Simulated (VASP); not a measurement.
Here is a VASP 6.6.1 calculation.

The input POSCAR:

```
C
1.0
    2.4470936931      0.0000000000      0.0000000000
   -1.2235468465      2.1192453036      0.0000000000
    0.0000000000      0.0000000000      8.0733165092
C
8
Direct
    0.0000000000      0.0000000000      0.0929334757
    0.0000000000      0.0000000000      0.5929334757
    0.0000000000      0.0000000000      0.4070665243
    0.0000000000      0.0000000000      0.9070665243
    0.3333333333      0.6666666667      0.1554962089
    0.6666666667      0.3333333333      0.6554962089
    0.3333333333      0.6666666667      0.3445037911
    0.6666666667      0.3333333333      0.8445037911
```

Contents of INCAR.step1:

```
PREC = Accurate
ENCUT = 520
ISMEAR = 0
SIGMA = 0.05
LREAL = F
LASPH = T
NELM = 100
NBANDS = 26
GGA = PE
ALGO = Normal
EDIFF = 1E-4
LWAVE = T
LCHARG = F
```

Contents of INCAR.step2:

```
PREC = Accurate
ENCUT = 520
EDIFF = 1E-7
ISMEAR = 0
SIGMA = 0.05
LREAL = F
LASPH = T
NELM = 100
ALGO = Normal
ISIF = 2
LWAVE = F
LCHARG = F
METAGGA = R2SCAN
LMIXTAU = T
NBANDS = 26
ISTART = 1
```

KPOINTS

```
Automatic mesh
0
Gamma
  12 12 4
```

Potentials or basis: VASP PAW PBE potentials, release 64 (C).

Launch:

```bash
$ cat potpaw_PBE.64/C/POTCAR > POTCAR
$ cp INCAR.step1 INCAR
$ mpirun -np 1 vasp_std > vasp.out
$ cp INCAR.step2 INCAR
$ mpirun -np 1 vasp_std > vasp.out
```

(1) Estimate the band gap on the k mesh.

(2) Estimate the largest force.

(3) What does it give for the pressure?

Results:

(1) 4.98 eV (least direct gap 5.71 eV).

(2) 0.081 eV/Å.

(3) 40.8 GPa.

Caveat: the cell differs from its parent crystal (strain -0.025 along x and y, -0.025 along z); the cell stands under pressure; the PAW data sets were made with another functional, which shifts forces and pressure a little.
